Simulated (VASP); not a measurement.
# Al (P-1) in VASP: notebook

The runs below take Al through single point, with LDA.

All numbers are computed with VASP 6.6.1; they aren't measurements. Logs are shortened: lines on timing, memory, paths and dates and some standing lists are left out, and cuts for length are marked.

## (1) The cell of the first run

The typed cell holds 2 atoms: a = 2.652 Å, b = 2.802 Å, c = 4.726 Å, α = 91.82°, β = 89.76°, γ = 119.85°.

## (2) Single point, LDA

INCAR

```
ALGO     = Normal         # electronic algorithm
EDIFF    = 1E-7           # SCF threshold, eV
ENCUT    = 520            # plane-wave cutoff, eV
ISIF     = 2              # what is computed and relaxed
ISMEAR   = -1             # smearing method
LASPH    = T              # aspherical terms in the spheres
LCHARG   = T              # write CHGCAR
LELF     = T              # ELF
LREAL    = F              # projectors in reciprocal space
LVHAR    = T            
LWAVE    = F              # write WAVECAR
NBANDS   = 10             # bands
NELM     = 100            # most SCF steps
PREC     = Accurate       # precision mode
SIGMA    = 0.05           # smearing width, eV
```

KPOINTS

```
k-points
0
Gamma
  8 8 4
```

POSCAR

```
Al
1.0
    2.6516600000     -0.0386000000      0.0052600000
   -1.3592600000      2.4500800000     -0.0436700000
    0.0091000000     -0.0820100000      4.7255600000
Al
2
Direct
    0.6255000000      0.2880900000      0.7650500000
    0.4203253539      0.7312443425      0.2379516111
```

Potentials or basis: VASP PAW LDA potentials, release 64 (Al).

On the command line:

```bash
> cat potpaw_LDA.64/Al/POTCAR > POTCAR
> mpirun -np 1 vasp_std > vasp.out
```

OUTCAR:

```text
EDIFF = 1E-7
   ENCUT = 520
   ISIF = 2
   ISMEAR = -1
   LASPH = T
   LREAL = F
   NELM = 100
   PREC = Accurate

 ion  position               nearest neighbor table
   1  0.626  0.288  0.765-   2 2.66   2 2.71   2 2.80   2 2.87   2 2.99   2 3.12
   2  0.420  0.731  0.238-   1 2.66   1 2.71   1 2.80   1 2.87   1 2.99   1 3.12

  LATTYP: Found a triclinic cell.
 ALAT       =     2.7362399161
 B/A-ratio  =     2.3935663535
 C/A-ratio  =     1.0241101459
 COS(alpha) =     0.0018811903
 COS(beta)  =     0.5416728888
 COS(gamma) =     0.5833055287

  Lattice vectors:

 A1 = (  -1.2924000000,  -2.4114800000,   0.0384100000)
 A2 = (  -3.9531600000,  -2.2908700000,  -4.6924100000)
 A3 = (   1.3592600000,  -2.4500800000,   0.0436700000)

Analysis of symmetry for initial positions (statically):
=====================================================================
 Subroutine PRICEL returns:
 Original cell was already a primitive cell.

 Routine SETGRP: Setting up the symmetry group for a
 triclinic supercell.

 Subroutine GETGRP returns: Found  2 space group operations
 (whereof  1 operations were pure point group operations)
 out of a pool of  2 trial point group operations.

The static configuration has the point symmetry C_1 .
 The point group associated with its full space group is S_2 .

Analysis of symmetry for dynamics (positions and initial velocities):
=====================================================================
 Subroutine PRICEL returns:
 Original cell was already a primitive cell.

 Routine SETGRP: Setting up the symmetry group for a
 triclinic supercell.

 Subroutine GETGRP returns: Found  2 space group operations
 (whereof  1 operations were pure point group operations)
 out of a pool of  2 trial point group operations.

The dynamic configuration has the point symmetry C_1 .
 The point group associated with its full space group is S_2 .

 Subroutine INISYM returns: Found  2 space group operations
 (whereof  1 operations are pure point group operations),
 and found     1 'primitive' translations

----------------------------------------------------------------------------------------

                                     Primitive cell

  volume of cell :      30.4440

  direct lattice vectors                    reciprocal lattice vectors
[... 84 lines left out ...]
   LASPH  =      T    aspherical Exc in radial PAW
   ENCUT  =  520.0 eV  38.22 Ry    6.18 a.u.   4.93  5.21  8.79*2*pi/ulx,y,z
   NELM   =    100;   NELMIN=  2; NELMDL= -5     # of ELM steps
   EDIFF  = 0.1E-06   stopping-criterion for ELM
   LREAL  =      F    real-space projection
   EDIFFG = 0.1E-05   stopping-criterion for IOM
   NSW    =      0    number of steps for IOM
   IBRION =     -1    ionic relax: 0-MD 1-quasi-New 2-CG
   NFREE  =      0    steps in history (QN), initial steepest desc. (CG)
   ISIF   =      2    stress and relaxation
   ISYM   =      2    0-nonsym 1-usesym 2-fastsym
   POTIM  = 0.5000    time-step for ionic-motion
   TEBEG  =    0.0;   TEEND  =   0.0 temperature during run
   PSTRESS=    0.0 pullay stress
   NELECT =       6.0000    total number of electrons
   NUPDOWN=      -1.0000    fix difference up-down
   EMIN   =  10.00;   EMAX   =-10.00  energy-range for DOS
   EFERMI =   0.00;   METHOD = LEGACY
   ISMEAR =    -1;   SIGMA  =   0.05  broadening in eV -4-tet -1-fermi 0-gaus
   EFERMI_NEDOS =   21; number of points for ismear=-14 and -15
   IALGO  =     38    algorithm
   IMIX   =      4    mixing-type and parameters
     AMIX     =   0.40;   BMIX     =  1.00
     AMIX_MAG =   1.60;   BMIX_MAG =  1.00
  volume/ion in A,a.u.               =      15.22       102.72
  Fermi-wavevector in a.u.,A,eV,Ry     =   0.952704  1.800350 12.349268  0.907646
  Thomas-Fermi vector in A             =   2.081292
   LORBIT       =      0    0 simple, 1 ext, 2 COOP (PROOUT), +10 PAW based schemes
   GGA     = CA    functional components
   LHFCALC =     F    Hartree Fock is set to
   AEXX    =    0.0000 exact exchange contribution
   IVDW    =     0    specifies the selected vdW correction
   LEPSILON=     F    determine dielectric tensor
   LRPA    =     F    only Hartree local field effects (RPA)
 non-spin polarized calculation
  energy-cutoff  :      520.00
  volume of cell :       30.44
 maximum number of plane-waves:       834
   NGX =  9   NGY = 11   NGZ = 17

 number of electron       6.0000000 magnetization

 Free energy of the ion-electron system (eV)
  ---------------------------------------------------
  ext. energy  EPLUGINS =         0.00000000
  ---------------------------------------------------
  free energy    TOTEN  =        -8.13757444 eV

  energy without entropy =       -8.12960905  energy(sigma->0) =       -8.13359175

 E-fermi :   8.6350     XC(G=0): -10.6386

 val. band max:        8.6344083612   @ k =   0.1250   0.5000   0.0000
 cond. band min:       8.6400883737   @ k =   0.3750   0.2500   0.5000
 fundamental gap:      0.0056800125
 Fermi energy:         8.6349886747

 k-point     1 :       0.0000    0.0000    0.0000
  band No.  band energies     occupation
      1      -3.0556      2.00000
      2       3.4110      2.00000
      3       3.4975      2.00000
      4      19.7601      0.00000
      5      19.7945      0.00000
      6      20.2121      0.00000
      7      21.5415      0.00000
      8      21.6306      0.00000
      9      21.8934      0.00000
     10      23.3151      0.00000
[... 287 lines left out ...]
 k-point    24 :       0.2500    0.3750    0.0000
  band No.  band energies     occupation
      1       4.1167      2.00000
      2       4.4286      2.00000
      3       8.0031      1.99999
      4      10.0254      0.00000
      5      10.3819      0.00000
      6      10.7653      0.00000
      7      11.6227      0.00000
      8      14.7641      0.00000
      9      15.2645      0.00000
     10      26.1286      0.00000

 [... further k-points ...]
[... 5 lines left out ...]
  --------------------------------------------------------------------------------------
  -------------------------------------------------------------------------------------
  Total        0.9757926      0.7590289      1.5977127      0.0384254     -0.4488433     -0.0683067
  in kB       51.3531173     39.9454776     84.0829580      2.0222191    -23.6213129     -3.5947845
  external PRESSURE =      58.4605176 kB  Pullay stress =       0.0000000 kB

 VOLUME and BASIS-vectors are now :
 -----------------------------------------------------------------------------
  energy-cutoff  :      520.00
  volume of cell :       30.44
      direct lattice vectors                 reciprocal lattice vectors
     2.651660000 -0.038600000  0.005260000     0.380187567  0.210973385  0.002929223
    -1.359260000  2.450080000 -0.043670000     0.005977382  0.411593193  0.007131507
     0.009100000 -0.082010000  4.725560000    -0.000367947  0.003568795  0.211677775

 POSITION                                       TOTAL-FORCE (eV/Angst)
 -----------------------------------------------------------------------------------
      1.27399      0.61896      3.60600         0.099390      0.231101     -0.675507
      0.12277      1.75587      1.09473        -0.099390     -0.231101      0.675507
 -----------------------------------------------------------------------------------
    total drift:                               -0.000003     -0.000002      0.000007

  FREE ENERGIE OF THE ION-ELECTRON SYSTEM (eV)
  ---------------------------------------------------
  free  energy   TOTEN  =        -8.1375744426 eV

  energy  without entropy=       -8.1296090502  energy(sigma->0) =       -8.13359175
```

OSZICAR:

```text
N       E                     dE             d eps       ncg     rms          rms(c)
DAV:   1    -0.251549869533E+00   -0.25155E+00   -0.23533E+03  2640   0.479E+02
DAV:   2    -0.805153393254E+01   -0.78000E+01   -0.74991E+01  3494   0.571E+01
DAV:   3    -0.822017947577E+01   -0.16865E+00   -0.16678E+00  3384   0.657E+00
DAV:   4    -0.822080047508E+01   -0.62100E-03   -0.62096E-03  3172   0.467E-01
DAV:   5    -0.822080374100E+01   -0.32659E-05   -0.32655E-05  3162   0.344E-02    0.219E+00
DAV:   6    -0.816381569775E+01    0.56988E-01   -0.63779E-02  2936   0.842E-01    0.125E+00
DAV:   7    -0.813974266267E+01    0.24073E-01   -0.19609E-02  3226   0.568E-01    0.234E-01
DAV:   8    -0.813769792168E+01    0.20447E-02   -0.22453E-03  2968   0.211E-01    0.129E-01
DAV:   9    -0.813757504305E+01    0.12288E-03   -0.16083E-04  3104   0.616E-02    0.504E-02
DAV:  10    -0.813757447445E+01    0.56861E-06   -0.16089E-06  3066   0.879E-03    0.184E-03
DAV:  11    -0.813757444259E+01    0.31859E-07   -0.38566E-08  2418   0.103E-03
   1 F= -.81375744E+01 E0= -.81335917E+01  d E =-.796539E-02
```

It took 13 s on 1 thread of Intel Xeon 6975P-C (Granite Rapids), shared host; peak memory 0.14 GiB.

What came out:

```yaml
Free_energy: -8.1376 eV
Pressure: 5.8 GPa
Largest_force: 0.721 eV/Å
Band_gap_on_the_k_mesh: zero (band 3 reaches 11.99 eV, above the bottom of band 4 at 5.46 eV)
```

Forces on the atoms (eV/Å):
```
Al   0.099  0.231 -0.676
Al  -0.099 -0.231  0.676
```

Stress tensor (GPa, compression positive):
```
 5.14  0.20 -0.36
 0.20  3.99 -2.36
-0.36 -2.36  8.41
```

## (3) Single point, LDA

INCAR

```
SYSTEM = Al
PREC = Accurate ; ENCUT = 520
EDIFF = 1E-7 ; ISMEAR = -1
SIGMA = 0.05 ; LREAL = .FALSE.
LASPH = .TRUE. ; NELM = 80
ALGO = Normal ; ISIF = 2
LWAVE = .FALSE. ; LCHARG = .FALSE.
NBANDS = 10
```

KPOINTS

```
regular mesh
0
G
  8 8 4
  0 0 0
```

POSCAR: that of step 2 with these lines changed.

```diff
@@ -9,2 +9,2 @@
     0.6255000000      0.2880900000      0.7650500000
-    0.4203253539      0.7312443425      0.2379516111
+    0.4202814155      0.7311373699      0.2347764445
```

Potentials or basis: VASP PAW LDA potentials, release 64 (Al).

On the command line:

```bash
> cat potpaw_LDA.64/Al/POTCAR > POTCAR
> mpirun -np 1 vasp_std > vasp.out
```

It took 13 s on 1 thread of Intel Xeon 6975P-C (Granite Rapids), shared host; peak memory 0.14 GiB.

The run converged. Its results:

```
Free energy            : -8.1268 eV
Pressure               : 6.0 GPa
Largest force          : 0.803 eV/Å
Band gap on the k mesh : zero (band 3 reaches 11.97 eV, above the bottom of band 4 at 5.48 eV)
```

Forces in eV/Å, atoms in the order of the input:
```
Al   0.103  0.228 -0.763
Al  -0.103 -0.228  0.763
```

Stress tensor (GPa, compression positive):
```
 5.33  0.23 -0.40
 0.23  4.20 -2.59
-0.40 -2.59  8.54
```

Levels at points of the mesh, in eV from the Fermi level:
```tsv
k point	band 1	band 2	band 3	band 4	band 5	band 6
(0.00, 0.00, 0.00)	-11.69	-5.22	-5.12	11.12	11.16	11.58
(0.50, 0.00, 0.00)	-5.01	-4.82	0.55	0.97	1.92	2.19
(0.00, 0.50, 0.00)	-5.64	-5.57	0.30	0.36	1.01	1.36
(0.50, 0.50, 0.00)	-5.24	-5.24	0.48	1.07	1.34	1.66
(0.00, 0.00, 0.50)	-10.42	-9.61	2.31	2.72	11.80	12.07
(0.50, 0.00, 0.50)	-3.89	-3.81	-2.74	-2.68	6.51	7.03
(0.00, 0.50, 0.50)	-4.62	-4.48	-3.52	-3.15	6.99	7.22
(0.50, 0.50, 0.50)	-4.26	-4.15	-3.03	-2.83	7.32	7.35
```
